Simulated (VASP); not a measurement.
# TaN (P-62m) in VASP: further runs

TaN is run at these levels: LDA; tasks: single point.

Program: VASP 6.6.1. These are calculated values, not measurements. Logs are shortened: lines on timing, memory, paths and dates and some standing lists are left out, and cuts for length are marked.

### Step 1. The cell of the first run

It takes space group P-62m (No. 189, hexagonal). Conventional cell: a = 5.196 Å, b = 5.196 Å, c = 2.911 Å, α = 90.00°, β = 90.00°, γ = 120.00°. Within 2.9 Å of Ta (site symmetry -6) lie 6 N at 2.16 Å. Within 2.7 Å of Ta (site symmetry -62m) lie 3 N at 2.04 Å. Within 2.7 Å of N (site symmetry m2m) lie 5 Ta at 2.04 to 2.16 Å.

### Step 2. Single point, LDA

Contents of INCAR:

```
PREC = Accurate
ENCUT = 520
EDIFF = 1E-7
ISMEAR = 1
SIGMA = 0.5
LREAL = F
LASPH = T
NELM = 60
ALGO = Normal
ISIF = 2
LWAVE = F
LCHARG = T
GGA = CA
LELF = T
LVHAR = T
NBANDS = 33
```

Contents of KPOINTS:

```
Automatic mesh
0
Gamma
  5 5 7
```

Contents of POSCAR:

```
TaN
1.0
    5.1960000000      0.0000000000      0.0000000000
   -2.5980000000      4.4998680000      0.0000000000
    0.0000000000      0.0000000000      2.9110000000
Ta N
3 3
Direct
    0.3333333300      0.6666666700      0.5000000000
    0.6666666700      0.3333333300      0.5000000000
    0.0000000000      0.0000000000      0.0000000000
    0.3928500000      0.0000000000      0.0000000000
    0.6071500000      0.6071500000      0.0000000000
    0.0000000000      0.3928500000      0.0000000000
```

Potentials or basis: VASP PAW LDA potentials, release 64 (Ta_pv, N).

Run with:

```console
$ cat potpaw_LDA.64/Ta_pv/POTCAR potpaw_LDA.64/N/POTCAR > POTCAR
$ mpirun -np 1 vasp_std > vasp.out
```

OUTCAR:

```text
PREC = Accurate
   ENCUT = 520
   EDIFF = 1E-7
   ISMEAR = 1
   LREAL = F
   LASPH = T
   NELM = 60
   ISIF = 2
   GGA = CA

 ion  position               nearest neighbor table
   1  0.333  0.667  0.500-   4 2.16   4 2.16   6 2.16   6 2.16   5 2.16   5 2.16   2 3.00   2 3.00
                             2 3.00   3 3.33   3 3.33   3 3.33   3 3.33   3 3.33   3 3.33
   2  0.667  0.333  0.500-   6 2.16   6 2.16   4 2.16   4 2.16   5 2.16   5 2.16   1 3.00   1 3.00
                             1 3.00   3 3.33   3 3.33   3 3.33   3 3.33   3 3.33   3 3.33
   3  0.000  0.000  0.000-   4 2.04   5 2.04   6 2.04   2 3.33   1 3.33   1 3.33   2 3.33   2 3.33
                             2 3.33   1 3.33   1 3.33   2 3.33   2 3.33   1 3.33   1 3.33
   4  0.393  0.000  0.000-   3 2.04   1 2.16   1 2.16   2 2.16   2 2.16
   5  0.607  0.607  0.000-   3 2.04   1 2.16   1 2.16   2 2.16   2 2.16
   6  0.000  0.393  0.000-   3 2.04   2 2.16   2 2.16   1 2.16   1 2.16

  LATTYP: Found a hexagonal cell.
 ALAT       =     5.1960000000
 C/A-ratio  =     0.5602386451

  Lattice vectors:

 A1 = (   5.1960000000,   0.0000000000,   0.0000000000)
 A2 = (  -2.5980000000,   4.4998680000,   0.0000000000)
 A3 = (   0.0000000000,   0.0000000000,   2.9110000000)

Analysis of symmetry for initial positions (statically):
=====================================================================
 Subroutine PRICEL returns:
 Original cell was already a primitive cell.

 Routine SETGRP: Setting up the symmetry group for a
 hexagonal supercell.

 Subroutine GETGRP returns: Found 12 space group operations
 (whereof 12 operations were pure point group operations)
 out of a pool of 24 trial point group operations.

The static configuration has the point symmetry D_3h.

Analysis of symmetry for dynamics (positions and initial velocities):
=====================================================================
 Subroutine PRICEL returns:
 Original cell was already a primitive cell.

 Routine SETGRP: Setting up the symmetry group for a
 hexagonal supercell.

 Subroutine GETGRP returns: Found 12 space group operations
 (whereof 12 operations were pure point group operations)
 out of a pool of 24 trial point group operations.

The dynamic configuration has the point symmetry D_3h.

 Subroutine INISYM returns: Found 12 space group operations
 (whereof 12 operations are pure point group operations),
 and found     1 'primitive' translations

----------------------------------------------------------------------------------------

                                     Primitive cell

[... 99 lines left out ...]
   ISIF   =      2    stress and relaxation
   ISYM   =      2    0-nonsym 1-usesym 2-fastsym
   POTIM  = 0.5000    time-step for ionic-motion
   TEBEG  =    0.0;   TEEND  =   0.0 temperature during run
   PSTRESS=    0.0 pullay stress
   NELECT =      48.0000    total number of electrons
   NUPDOWN=      -1.0000    fix difference up-down
   EMIN   =  10.00;   EMAX   =-10.00  energy-range for DOS
   EFERMI =   0.00;   METHOD = LEGACY
   ISMEAR =     1;   SIGMA  =   0.50  broadening in eV -4-tet -1-fermi 0-gaus
   EFERMI_NEDOS =   21; number of points for ismear=-14 and -15
   IALGO  =     38    algorithm
   IMIX   =      4    mixing-type and parameters
     AMIX     =   0.40;   BMIX     =  1.00
     AMIX_MAG =   1.60;   BMIX_MAG =  1.00
  volume/ion in A,a.u.               =      11.34        76.55
  Fermi-wavevector in a.u.,A,eV,Ry     =   1.457197  2.753703 28.890916  2.123422
  Thomas-Fermi vector in A             =   2.574026
   LORBIT       =      0    0 simple, 1 ext, 2 COOP (PROOUT), +10 PAW based schemes
   GGA     = CA    functional components
   LHFCALC =     F    Hartree Fock is set to
   AEXX    =    0.0000 exact exchange contribution
   IVDW    =     0    specifies the selected vdW correction
   LEPSILON=     F    determine dielectric tensor
   LRPA    =     F    only Hartree local field effects (RPA)
 non-spin polarized calculation
 Methfessel and Paxton  Order N= 1 SIGMA  =   0.50
  energy-cutoff  :      520.00
  volume of cell :       68.06
 maximum number of plane-waves:      1860
 NGX is ok and might be reduce to    40
   NGX = 19   NGY = 19   NGZ = 11

 number of electron      48.0000002 magnetization

 Free energy of the ion-electron system (eV)
  ---------------------------------------------------
  ext. energy  EPLUGINS =         0.00000000
  ---------------------------------------------------
  free energy    TOTEN  =       -74.10179050 eV

  energy without entropy =      -74.14023363  energy(sigma->0) =      -74.11460488

 E-fermi :   8.2864     XC(G=0): -13.2426

 val. band max:        8.0695498750   @ k =   0.2000   0.0000   0.1429
 cond. band min:       8.5108393053   @ k =   0.4000  -0.0000   0.2857
 fundamental gap:      0.4412894303
 Fermi energy:         8.2864304002

 k-point     1 :       0.0000    0.0000    0.0000
  band No.  band energies     occupation
      1     -27.8513      2.00000
      2     -27.8513      2.00000
      3     -27.4955      2.00000
      4     -27.4955      2.00000
      5     -27.3164      2.00000
      6     -27.2062      2.00000
[... 709 lines left out ...]
     32      12.2275     -0.00000
     33      13.3558     -0.00000

------------------------ aborting loop because EDIFF is reached ----------------------------------------

  FORCE on cell =-STRESS in cart. coord.  units (eV):
  Direction    XX          YY          ZZ          XY          YZ          ZX
  --------------------------------------------------------------------------------------
  -------------------------------------------------------------------------------------
  Total       -3.3165259     -3.3165259     -4.1375592      0.0000000      0.0000000      0.0000000
  in kB      -78.0697609    -78.0697610    -97.3965737      0.0000000      0.0000000      0.0000000
  external PRESSURE =     -84.5120319 kB  Pullay stress =       0.0000000 kB

 VOLUME and BASIS-vectors are now :
 -----------------------------------------------------------------------------
  energy-cutoff  :      520.00
  volume of cell :       68.06
      direct lattice vectors                 reciprocal lattice vectors
     5.196000000  0.000000000  0.000000000     0.192455735  0.111114370  0.000000000
    -2.598000000  4.499868000  0.000000000     0.000000000  0.222228741  0.000000000
     0.000000000  0.000000000  2.911000000     0.000000000  0.000000000  0.343524562

 POSITION                                       TOTAL-FORCE (eV/Angst)
 -----------------------------------------------------------------------------------
     -0.00000      2.99991      1.45550         0.000000      0.000000      0.000000
      2.59800      1.49996      1.45550         0.000000      0.000000      0.000000
      0.00000      0.00000      0.00000         0.000000      0.000000      0.000000
      2.04125      0.00000      0.00000        -0.032220      0.000000     -0.000000
      1.57738      2.73209      0.00000         0.016110      0.027904     -0.000000
     -1.02062      1.76777      0.00000         0.016110     -0.027904      0.000000
 -----------------------------------------------------------------------------------
    total drift:                               -0.000002     -0.000003      0.000000

  FREE ENERGIE OF THE ION-ELECTRON SYSTEM (eV)
  ---------------------------------------------------
  free  energy   TOTEN  =       -74.1017905020 eV

  energy  without entropy=      -74.1402336303  energy(sigma->0) =      -74.11460488
```

stdout:

```text
POSCAR found type information on POSCAR TaN
 POSCAR found :  2 types and       6 ions
 scaLAPACK will be used
 LDA part: xc-table for (Slater(with rela. corr.)+CA(PZ))
 , standard interpolation
 POSCAR, INCAR and KPOINTS ok, starting setup
 FFT: planning ... GRIDC
 FFT: planning ... GRID_SOFT
 FFT: planning ... GRID
 WAVECAR not read
 entering main loop
```

Run time: 60 s. Hardware: 1 thread of Intel Xeon 8259CL, shared host; peak memory 0.18 GiB.

What came out:

```yaml
Free_energy: -74.1018 eV
Pressure: -8.5 GPa
Largest_force: 0.032 eV/Å
Band_gap_on_the_k_mesh: zero (band 24 reaches 9.81 eV, above the bottom of band 25 at 7.17 eV)
```

Forces in eV/Å, atoms in the order of the input:
```
Ta   0.000  0.000  0.000
Ta   0.000  0.000  0.000
Ta   0.000  0.000  0.000
N   -0.032  0.000  0.000
N    0.016  0.028  0.000
N    0.016 -0.028  0.000
```

Stress tensor (GPa, compression positive):
```
-7.81  0.00  0.00
 0.00 -7.81  0.00
 0.00  0.00 -9.74
```

Levels at points of the mesh, in eV from the Fermi level:
```tsv
k point	band 21	band 22	band 23	band 24	band 25	band 26	band 27	band 28
(0.00, 0.00, 0.00)	-4.31	-3.39	-2.01	-1.02	-1.02	0.43	0.43	1.71
```

Caveat: spin-orbit coupling is left out, which moves the levels of the heavy elements.

### Step 3. Single point, LDA

Contents of INCAR:

```
PREC     = Accurate       # precision mode
ENCUT    = 520            # plane-wave cutoff, eV
EDIFF    = 1E-7           # SCF threshold, eV
ISMEAR   = 1              # smearing method
SIGMA    = 0.3            # smearing width, eV
LREAL    = False          # projectors in reciprocal space
LASPH    = True           # aspherical terms in the spheres
NELM     = 60             # most SCF steps
ALGO     = Normal         # electronic algorithm
ISIF     = 2              # what is computed and relaxed
LWAVE    = False          # write WAVECAR
LCHARG   = False          # write CHGCAR
NBANDS   = 33             # bands
```

Contents of KPOINTS:

```
regular mesh
0
Gamma
  5 5 7
```

POSCAR is that of step 2.

Potentials or basis: VASP PAW LDA potentials, release 64 (Ta_pv, N).

Run with:

```console
$ cat potpaw_LDA.64/Ta_pv/POTCAR potpaw_LDA.64/N/POTCAR > POTCAR
$ mpirun -np 1 vasp_std > vasp.out
```

OUTCAR:

```text
PREC = Accurate
   ENCUT = 520
   EDIFF = 1E-7
   ISMEAR = 1
   LREAL = False
   LASPH = True
   NELM = 60
   ISIF = 2

 ion  position               nearest neighbor table
   1  0.333  0.667  0.500-   4 2.16   4 2.16   6 2.16   6 2.16   5 2.16   5 2.16   2 3.00   2 3.00
                             2 3.00   3 3.33   3 3.33   3 3.33   3 3.33   3 3.33   3 3.33
   2  0.667  0.333  0.500-   6 2.16   6 2.16   4 2.16   4 2.16   5 2.16   5 2.16   1 3.00   1 3.00
                             1 3.00   3 3.33   3 3.33   3 3.33   3 3.33   3 3.33   3 3.33
   3  0.000  0.000  0.000-   4 2.04   5 2.04   6 2.04   2 3.33   1 3.33   1 3.33   2 3.33   2 3.33
                             2 3.33   1 3.33   1 3.33   2 3.33   2 3.33   1 3.33   1 3.33
   4  0.393  0.000  0.000-   3 2.04   1 2.16   1 2.16   2 2.16   2 2.16
   5  0.607  0.607  0.000-   3 2.04   1 2.16   1 2.16   2 2.16   2 2.16
[... 924 lines left out ...]
  in kB      -77.8553011    -77.8553011    -95.9572329      0.0000000      0.0000000      0.0000000
  external PRESSURE =     -83.8892783 kB  Pullay stress =       0.0000000 kB

 VOLUME and BASIS-vectors are now :
 -----------------------------------------------------------------------------
  energy-cutoff  :      520.00
  volume of cell :       68.06
      direct lattice vectors                 reciprocal lattice vectors
     5.196000000  0.000000000  0.000000000     0.192455735  0.111114370  0.000000000
    -2.598000000  4.499868000  0.000000000     0.000000000  0.222228741  0.000000000
     0.000000000  0.000000000  2.911000000     0.000000000  0.000000000  0.343524562

 POSITION                                       TOTAL-FORCE (eV/Angst)
 -----------------------------------------------------------------------------------
     -0.00000      2.99991      1.45550         0.000000     -0.000000      0.000000
      2.59800      1.49996      1.45550         0.000000      0.000000      0.000000
      0.00000      0.00000      0.00000         0.000000     -0.000000      0.000000
      2.04125      0.00000      0.00000        -0.036656     -0.000000      0.000000
      1.57738      2.73209      0.00000         0.018328      0.031745      0.000000
     -1.02062      1.76777      0.00000         0.018328     -0.031745      0.000000
 -----------------------------------------------------------------------------------
    total drift:                               -0.000002     -0.000003      0.000000

  FREE ENERGIE OF THE ION-ELECTRON SYSTEM (eV)
  ---------------------------------------------------
  free  energy   TOTEN  =       -74.1124009531 eV

  energy  without entropy=      -74.1243578742  energy(sigma->0) =      -74.11638659
```

stdout:

```text
POSCAR found type information on POSCAR TaN
 POSCAR found :  2 types and       6 ions
 scaLAPACK will be used
 LDA part: xc-table for (Slater(with rela. corr.)+CA(PZ))
 , standard interpolation
 POSCAR, INCAR and KPOINTS ok, starting setup
 FFT: planning ... GRIDC
 FFT: planning ... GRID_SOFT
 FFT: planning ... GRID
 WAVECAR not read
 entering main loop
```

Run time: 69 s. Hardware: 1 thread of Intel Xeon 8259CL, shared host; peak memory 0.18 GiB.

Results:

- Free energy: -74.1124 eV
- Pressure: -8.4 GPa
- Largest force: 0.037 eV/Å
- Band gap on the k mesh: zero (band 24 reaches 9.81 eV, above the bottom of band 25 at 7.17 eV)

Forces in eV/Å, atoms in the order of the input:
```
Ta   0.000  0.000  0.000
Ta   0.000  0.000  0.000
Ta   0.000  0.000  0.000
N   -0.037  0.000  0.000
N    0.018  0.032  0.000
N    0.018 -0.032  0.000
```

Stress tensor (GPa, compression positive):
```
-7.79  0.00  0.00
 0.00 -7.79  0.00
 0.00  0.00 -9.60
```

Levels at points of the mesh, in eV from the Fermi level:
```
           k point  band 22  band 23  band 24  band 25  band 26  band 27
(0.00, 0.00, 0.00)    -3.41    -2.03    -1.05    -1.05     0.41     0.41
```

Caveat: spin-orbit coupling is left out, which moves the levels of the heavy elements.

### Step 4. Single point, LDA

Contents of INCAR:

```
ALGO = Normal ; EDIFF = 1E-6
ENCUT = 520 ; ISIF = 2
ISMEAR = 1 ; LASPH = True
LCHARG = False ; LREAL = False
LWAVE = False ; NBANDS = 33
NELM = 100 ; PREC = Accurate
SIGMA = 0.2
```

Contents of KPOINTS:

```
k-points
0
Gamma
  5 5 7
```

POSCAR is that of step 3.

Run with:

```console
$ cat potpaw_LDA.64/Ta_pv/POTCAR potpaw_LDA.64/N/POTCAR > POTCAR
$ mpirun -np 1 vasp_std > vasp.out
```

It took 74 s on 1 thread of Intel Xeon 8259CL, shared host; peak memory 0.18 GiB.

It converged, with:

| Quantity | Value |
| --- | --- |
| Free energy | -74.1154 eV |
| Pressure | -8.4 GPa |
| Largest force | 0.032 eV/Å |
| Band gap on the k mesh | zero (band 24 reaches 9.81 eV, above the bottom of band 25 at 7.17 eV) |

Forces in eV/Å, atoms in the order of the input:
```
Ta   0.000  0.000  0.000
Ta   0.000  0.000  0.000
Ta   0.000  0.000  0.000
N   -0.032  0.000  0.000
N    0.016  0.028  0.000
N    0.016 -0.028  0.000
```

Stress tensor (GPa, compression positive):
```
-7.82  0.00  0.00
 0.00 -7.82  0.00
 0.00  0.00 -9.48
```

Levels at points of the mesh, in eV from the Fermi level:
```tsv
k point	band 21	band 22	band 23	band 24	band 25	band 26	band 27	band 28
(0.00, 0.00, 0.00)	-4.24	-3.31	-1.93	-0.95	-0.95	0.51	0.51	1.79
```

Caveat: spin-orbit coupling is left out, which moves the levels of the heavy elements.

### Step 5. Single point, LDA

Contents of INCAR:

```
SYSTEM = TaN
ALGO = Normal ; EDIFF = 1E-6
ENCUT = 520 ; GGA = CA
ISIF = 2 ; ISMEAR = 1
LASPH = .TRUE. ; LCHARG = .TRUE.
LELF = .TRUE. ; LREAL = .FALSE.
LVHAR = .TRUE. ; LWAVE = .FALSE.
NBANDS = 33 ; NELM = 80
PREC = Accurate ; SIGMA = 0.1
```

Contents of KPOINTS:

```
k-points
0
G
  5 5 7
  0 0 0
```

POSCAR is that of step 4.

Run with:

```console
$ cat potpaw_LDA.64/Ta_pv/POTCAR potpaw_LDA.64/N/POTCAR > POTCAR
$ mpirun -np 1 vasp_std > vasp.out
```

It took 70 s on 1 thread of Intel Xeon 8259CL, shared host; peak memory 0.18 GiB.

The run converged. Its results:

```yaml
Free_energy: -74.1153 eV
Pressure: -8.4 GPa
Largest_force: 0.032 eV/Å
Band_gap_on_the_k_mesh: zero (band 24 reaches 9.81 eV, above the bottom of band 25 at 7.17 eV)
```

Forces on the atoms (eV/Å):
```
Ta   0.000  0.000  0.000
Ta   0.000  0.000  0.000
Ta   0.000  0.000  0.000
N   -0.032  0.000  0.000
N    0.016  0.028  0.000
N    0.016 -0.028  0.000
```

Stress tensor (GPa, compression positive):
```
-7.81  0.00  0.00
 0.00 -7.81  0.00
 0.00  0.00 -9.47
```

Levels at points of the mesh, in eV from the Fermi level:
| k point | band 22 | band 23 | band 24 | band 25 | band 26 | band 27 |
| --- | --- | --- | --- | --- | --- | --- |
| (0.00, 0.00, 0.00) | -3.23 | -1.85 | -0.86 | -0.86 | 0.59 | 0.59 |

Caveat: spin-orbit coupling is left out, which moves the levels of the heavy elements.

### Step 6. The runs side by side

```csv
smearing,gap on the mesh (eV),pressure (GPa),largest force (eV/Å)
methfessel-paxton 0.5 eV,none,-8.5,0.03
methfessel-paxton 0.3 eV,none,-8.4,0.04
methfessel-paxton 0.2 eV,none,-8.4,0.03
methfessel-paxton 0.1 eV,none,-8.4,0.03
```

Alike in all rows: task single point; level LDA; potentials or basis VASP PAW LDA potentials, release 64 (Ta_pv, N); no spin polarisation; cell as given; k mesh 5 × 5 × 7; cutoff (eV) 520.

Every run on the cell as given and a fine mesh finds a metal.

Caveats: spin-orbit coupling is left out, which moves the levels of the heavy elements.

Total energies depend on the potentials used, so only differences within one code and one set of settings carry meaning.
